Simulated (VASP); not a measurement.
## WF2: single point with PBE+U

WF2:

```
CELL_PARAMETERS angstrom
4.78774 0.00000 0.00000
0.00000 4.78774 0.00000
0.00000 0.00000 4.02772
ATOMIC_POSITIONS crystal
W 0.00000 0.00000 0.00000
W 0.50000 0.50000 0.50000
F 0.30970 0.30970 0.00000
F 0.69030 0.69030 0.00000
F 0.80970 0.19030 0.50000
F 0.19030 0.80970 0.50000
```

```json
{
 "Program": "VASP 6.6.1",
 "Task": "single point",
 "Functional": "PBE",
 "Potentials or basis": "VASP PAW PBE potentials, release 64 (W_sv, F)",
 "Cutoff": "600 eV",
 "k mesh": "8 × 8 × 8",
 "Occupations": "gaussian, width 0.1 eV",
 "Spin": "collinear spin",
 "Starting moments": "[1.0, 1.0, 0.0, 0.0, 0.0, 0.0] μB",
 "Hubbard terms": "W d U = 6.2 eV"
}
```

```yaml
Pressure: 6.9 GPa
Largest_force: 0.733 eV/Å
Band_gap_on_the_k_mesh: zero (filled and empty bands overlap)
Net_moment: 7.98 μB per cell
Site_moments: W +3.27; F +0.04 μB
Valence_electrons_inside_the_program's_atomic_spheres: W 11.75; F 6.10
```

Forces on the atoms (eV/Å):
```
W    0.000  0.000  0.000
W    0.000  0.000  0.000
F    0.519  0.519  0.000
F   -0.519 -0.519  0.000
F    0.519 -0.519  0.000
F   -0.519  0.519  0.000
```

Stress tensor (GPa, compression positive):
```
7.79 0.00 0.00
0.00 7.79 0.00
0.00 0.00 4.99
```

Levels at points of the mesh, in eV from the Fermi level:
Spin up:
```csv
k point,band 28,band 29,band 30,band 31,band 32,band 33,band 34,band 35,band 36,band 37
"(0.00, 0.00, 0.00)",-2.19,-2.19,-1.32,-0.60,0.08,0.08,2.58,4.69,4.69,5.47
"(0.50, 0.00, 0.00)",-2.14,-1.78,-1.78,-0.16,-0.16,1.02,1.02,4.46,4.46,6.71
"(0.50, 0.50, 0.00)",-2.05,-1.90,-1.90,0.03,0.03,1.43,1.43,3.50,3.50,5.74
"(0.00, 0.00, 0.50)",-1.93,-1.89,-1.89,-1.51,-1.51,2.58,2.58,4.16,4.16,6.98
"(0.50, 0.00, 0.50)",-1.90,-1.67,-1.67,-1.51,-1.51,3.23,3.23,4.23,4.23,5.31
"(0.50, 0.50, 0.50)",-2.04,-1.97,-1.97,-1.66,-1.66,3.34,3.34,4.83,4.83,5.87
```
Spin down:
```csv
k point,band 22,band 23,band 24,band 25,band 26,band 27
"(0.00, 0.00, 0.00)",-6.03,-6.03,-5.88,-0.29,3.12,4.05
"(0.50, 0.00, 0.00)",-6.76,-6.02,-6.02,1.98,1.98,4.16
"(0.50, 0.50, 0.00)",-6.30,-6.07,-6.07,2.51,2.51,4.31
"(0.00, 0.00, 0.50)",-6.48,-6.17,-6.17,2.56,2.56,3.99
"(0.50, 0.00, 0.50)",-6.39,-6.11,-6.11,3.12,3.12,3.71
"(0.50, 0.50, 0.50)",-6.09,-6.03,-6.03,3.97,3.97,3.98
```

Eigenvalues of the final occupation matrices:
```tsv
site	spin	trace	eigenvalues
site 1 d	1	3.38	0.11 0.76 0.83 0.84 0.84
site 1 d	2	0.16	0.01 0.02 0.02 0.03 0.09
site 2 d	1	3.38	0.11 0.76 0.83 0.84 0.84
site 2 d	2	0.16	0.01 0.02 0.02 0.03 0.09
```

It took 7.1 min on 1 thread of AMD EPYC 9R45 96-Core Processor (Zen 5) (shared host), peak memory 0.56 GiB.

Caveat: the cell stands under pressure; spin-orbit coupling is left out, which moves the levels of the heavy elements.
